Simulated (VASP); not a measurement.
# CdS (Pmmn) in VASP: further runs

Runs on CdS. Level: PBEsol. Tasks: single point.

Everything below comes from runs of VASP 6.6.1. Logs are shortened: lines on timing, memory, paths and dates and some standing lists are left out, and cuts for length are marked.

### Step 1. The cell of the first run

The structure is orthorhombic, space group Pmmn (No. 59). Conventional cell: a = 3.736 Å, b = 5.282 Å, c = 3.735 Å, α = 90.00°, β = 90.00°, γ = 90.00°. Within 3.5 Å of Cd (site symmetry mm2) lie 6 S at 2.64 to 2.65 Å. S (site symmetry mm2) has 6 Cd at 2.64 to 2.65 Å within 3.5 Å.

### Step 2. Single point, PBEsol

Input file INCAR:

```
SYSTEM = CdS
ALGO     = Normal         ! electronic algorithm
EDIFF    = 1E-6           ! SCF threshold, eV
ENCUT    = 500            ! plane-wave cutoff, eV
GGA      = PS             ! functional
GGA_COMPAT= .FALSE.      
ISIF     = 2              ! what is computed and relaxed
ISMEAR   = 0              ! smearing method
LASPH    = .TRUE.         ! aspherical terms in the spheres
LCHARG   = .FALSE.        ! write CHGCAR
LREAL    = .FALSE.        ! projectors in reciprocal space
LWAVE    = .FALSE.        ! write WAVECAR
NBANDS   = 26             ! bands
NELM     = 120            ! most SCF steps
PREC     = Accurate       ! precision mode
SIGMA    = 0.01           ! smearing width, eV
```

Input file KPOINTS:

```
k-points
0
G
  6 4 6
  0 0 0
```

Input file POSCAR:

```
CdS
1.0
    3.7358125655      0.0000000000      0.0000000000
    0.0000000000      5.2815725256      0.0000000000
    0.0000000000      0.0000000000      3.7354867490
Cd S
2 2
Direct
    0.5000000000      0.5000000000      0.2430300000
    0.0000000000      0.0000000000      0.7569700000
    0.5000000000      0.0000000000      0.2551600000
    0.0000000000      0.5000000000      0.7448400000
```

Potentials or basis: VASP PAW PBE potentials, release 64 (Cd, S).

Launch:

```console
> cat potpaw_PBE.64/Cd/POTCAR potpaw_PBE.64/S/POTCAR > POTCAR
> mpirun -np 1 vasp_std > vasp.out
```

OUTCAR:

```text
SYSTEM = CdS
   EDIFF = 1E-6
   ENCUT = 500
   GGA = PS
   ISIF = 2
   ISMEAR = 0
   LASPH = .TRUE.
   LREAL = .FALSE.
   NELM = 120
   PREC = Accurate

 ion  position               nearest neighbor table
   1  0.500  0.500  0.243-   4 2.64   4 2.64   3 2.64   3 2.64   4 2.65   4 2.65   2 3.71   2 3.71
                             2 3.71   2 3.71   2 3.76   2 3.76   2 3.76   2 3.76
   2  0.000  0.000  0.757-   3 2.64   3 2.64   4 2.64   4 2.64   3 2.65   3 2.65   1 3.71   1 3.71
                             1 3.71   1 3.71   1 3.76   1 3.76   1 3.76   1 3.76
   3  0.500  0.000  0.255-   2 2.64   2 2.64   1 2.64   1 2.64   2 2.65   2 2.65
   4  0.000  0.500  0.745-   1 2.64   1 2.64   2 2.64   2 2.64   1 2.65   1 2.65

  LATTYP: Found a simple orthorhombic cell.
 ALAT       =     3.7354867490
 B/A-ratio  =     1.0000872220
 C/A-ratio  =     1.4138913830

  Lattice vectors:

 A1 = (   0.0000000000,   0.0000000000,   3.7354867490)
 A2 = (   3.7358125655,   0.0000000000,   0.0000000000)
 A3 = (   0.0000000000,   5.2815725256,   0.0000000000)

Analysis of symmetry for initial positions (statically):
=====================================================================
 Subroutine PRICEL returns:
 Original cell was already a primitive cell.

 Routine SETGRP: Setting up the symmetry group for a
 simple orthorhombic supercell.

 Subroutine GETGRP returns: Found  8 space group operations
 (whereof  4 operations were pure point group operations)
 out of a pool of  8 trial point group operations.

The static configuration has the point symmetry C_2v.
 The point group associated with its full space group is D_2h.

Analysis of symmetry for dynamics (positions and initial velocities):
=====================================================================
 Subroutine PRICEL returns:
 Original cell was already a primitive cell.

 Routine SETGRP: Setting up the symmetry group for a
 simple orthorhombic supercell.

 Subroutine GETGRP returns: Found  8 space group operations
 (whereof  4 operations were pure point group operations)
 out of a pool of  8 trial point group operations.

The dynamic configuration has the point symmetry C_2v.
 The point group associated with its full space group is D_2h.

 Subroutine INISYM returns: Found  8 space group operations
 (whereof  4 operations are pure point group operations),
 and found     1 'primitive' translations

----------------------------------------------------------------------------------------

                                     Primitive cell

[... 96 lines left out ...]
   EDIFFG = 0.1E-04   stopping-criterion for IOM
   NSW    =      0    number of steps for IOM
   IBRION =     -1    ionic relax: 0-MD 1-quasi-New 2-CG
   NFREE  =      0    steps in history (QN), initial steepest desc. (CG)
   ISIF   =      2    stress and relaxation
   ISYM   =      2    0-nonsym 1-usesym 2-fastsym
   POTIM  = 0.5000    time-step for ionic-motion
   TEBEG  =    0.0;   TEEND  =   0.0 temperature during run
   PSTRESS=    0.0 pullay stress
   NELECT =      36.0000    total number of electrons
   NUPDOWN=      -1.0000    fix difference up-down
   EMIN   =  10.00;   EMAX   =-10.00  energy-range for DOS
   EFERMI =   0.00;   METHOD = LEGACY
   ISMEAR =     0;   SIGMA  =   0.01  broadening in eV -4-tet -1-fermi 0-gaus
   EFERMI_NEDOS =   21; number of points for ismear=-14 and -15
   IALGO  =     38    algorithm
   IMIX   =      4    mixing-type and parameters
     AMIX     =   0.40;   BMIX     =  1.00
     AMIX_MAG =   1.60;   BMIX_MAG =  1.00
  volume/ion in A,a.u.               =      18.43       124.35
  Fermi-wavevector in a.u.,A,eV,Ry     =   1.289270  2.436367 22.615831  1.662217
  Thomas-Fermi vector in A             =   2.421173
   LORBIT       =      0    0 simple, 1 ext, 2 COOP (PROOUT), +10 PAW based schemes
   GGA     = PS    functional components
   LHFCALC =     F    Hartree Fock is set to
   AEXX    =    0.0000 exact exchange contribution
   IVDW    =     0    specifies the selected vdW correction
   LEPSILON=     F    determine dielectric tensor
   LRPA    =     F    only Hartree local field effects (RPA)
 non-spin polarized calculation
 Gauss-broadening in eV      SIGMA  =   0.01
  energy-cutoff  :      500.00
  volume of cell :       73.70
 maximum number of plane-waves:      1900
 NGX is ok and might be reduce to    28
   NGX = 13   NGY = 19   NGZ = 13

 number of electron      36.0000014 magnetization

 Free energy of the ion-electron system (eV)
  ---------------------------------------------------
  ext. energy  EPLUGINS =         0.00000000
  ---------------------------------------------------
  free energy    TOTEN  =       -13.17492142 eV

  energy without entropy =      -13.17492142  energy(sigma->0) =      -13.17492142

 E-fermi :   3.9798     XC(G=0): -11.1303

 val. band max:        3.9378147911   @ k =   0.5000   0.5000   0.0000
 cond. band min:       4.0263395068   @ k =   0.5000   0.0000   0.5000
 fundamental gap:      0.0885247157
 Fermi energy:         3.9798025955

 k-point     1 :       0.0000    0.0000    0.0000
  band No.  band energies     occupation
      1      -9.7106      2.00000
      2      -8.5800      2.00000
      3      -4.1924      2.00000
      4      -3.9666      2.00000
      5      -3.9661      2.00000
      6      -3.9639      2.00000
[... 685 lines left out ...]
     25      12.3938      0.00000
     26      12.3938      0.00000

 [... further k-points ...]

------------------------ aborting loop because EDIFF is reached ----------------------------------------

  FORCE on cell =-STRESS in cart. coord.  units (eV):
  Direction    XX          YY          ZZ          XY          YZ          ZX
  --------------------------------------------------------------------------------------
  -------------------------------------------------------------------------------------
  Total        3.2662858      3.2104202      3.2661893      0.0000000      0.0000000      0.0000000
  in kB       71.0017803     69.7873860     70.9996827      0.0000000      0.0000000      0.0000000
  external PRESSURE =      70.5962830 kB  Pullay stress =       0.0000000 kB

 VOLUME and BASIS-vectors are now :
 -----------------------------------------------------------------------------
  energy-cutoff  :      500.00
  volume of cell :       73.70
      direct lattice vectors                 reciprocal lattice vectors
     3.735812565  0.000000000  0.000000000     0.267679382  0.000000000  0.000000000
     0.000000000  5.281572526  0.000000000     0.000000000  0.189337550  0.000000000
     0.000000000  0.000000000  3.735486749     0.000000000  0.000000000  0.267702730

 POSITION                                       TOTAL-FORCE (eV/Angst)
 -----------------------------------------------------------------------------------
      1.86791      2.64079      0.90784         0.000000      0.000000      0.029259
      0.00000      0.00000      2.82765         0.000000      0.000000     -0.029259
      1.86791      0.00000      0.95315         0.000000      0.000000     -0.003500
      0.00000      2.64079      2.78234         0.000000      0.000000      0.003500
 -----------------------------------------------------------------------------------
    total drift:                                0.000000      0.000000      0.000000

  FREE ENERGIE OF THE ION-ELECTRON SYSTEM (eV)
  ---------------------------------------------------
  free  energy   TOTEN  =       -13.1749214166 eV

  energy  without entropy=      -13.1749214166  energy(sigma->0) =      -13.17492142
```

OSZICAR:

```text
N       E                     dE             d eps       ncg     rms          rms(c)
DAV:   1     0.252835645723E+03    0.25284E+03   -0.17779E+04  2496   0.130E+03
DAV:   2    -0.143493094133E+01   -0.25427E+03   -0.24430E+03  2694   0.332E+02
DAV:   3    -0.141055727577E+02   -0.12671E+02   -0.12569E+02  3000   0.757E+01
DAV:   4    -0.142091025904E+02   -0.10353E+00   -0.10342E+00  2784   0.658E+00
DAV:   5    -0.142101985492E+02   -0.10960E-02   -0.10959E-02  2948   0.701E-01    0.133E+01
DAV:   6    -0.132201942031E+02    0.99000E+00   -0.17664E+00  3172   0.160E+01    0.106E+01
DAV:   7    -0.131834479060E+02    0.36746E-01   -0.67160E-01  2658   0.477E+00    0.442E+00
DAV:   8    -0.131765480310E+02    0.68999E-02   -0.95264E-02  2694   0.336E+00    0.568E-01
DAV:   9    -0.131751481545E+02    0.13999E-02   -0.14054E-02  2752   0.157E+00    0.113E-01
DAV:  10    -0.131748968528E+02    0.25130E-03   -0.11963E-03  2834   0.420E-01    0.537E-02
DAV:  11    -0.131749133382E+02   -0.16485E-04   -0.12810E-04  2706   0.692E-02    0.504E-02
DAV:  12    -0.131749285893E+02   -0.15251E-04   -0.44017E-05  2562   0.309E-02    0.448E-02
DAV:  13    -0.131749211200E+02    0.74693E-05   -0.27008E-05  2572   0.410E-02    0.712E-03
DAV:  14    -0.131749214166E+02   -0.29662E-06   -0.23702E-06  2398   0.882E-03
   1 F= -.13174921E+02 E0= -.13174921E+02  d E =-.392279E-11
```

Run time: 39 s. Hardware: 1 thread of Intel Xeon Platinum 8488C (Sapphire Rapids), shared host; peak memory 0.21 GiB.

Results:

| Property | Result |
| --- | --- |
| Free energy | -13.1749 eV |
| Pressure | 7.1 GPa |
| Largest force | 0.029 eV/Å |
| Band gap on the k mesh | 0.09 eV |

Forces on the atoms (eV/Å):
```
Cd   0.000  0.000  0.029
Cd   0.000  0.000 -0.029
S    0.000  0.000 -0.004
S    0.000  0.000  0.004
```

Caveat: the cell stands under pressure; the PAW data sets were made with another functional, which shifts forces and pressure a little. A k mesh can miss the band edges.

(Continued in part 2 of 3.)
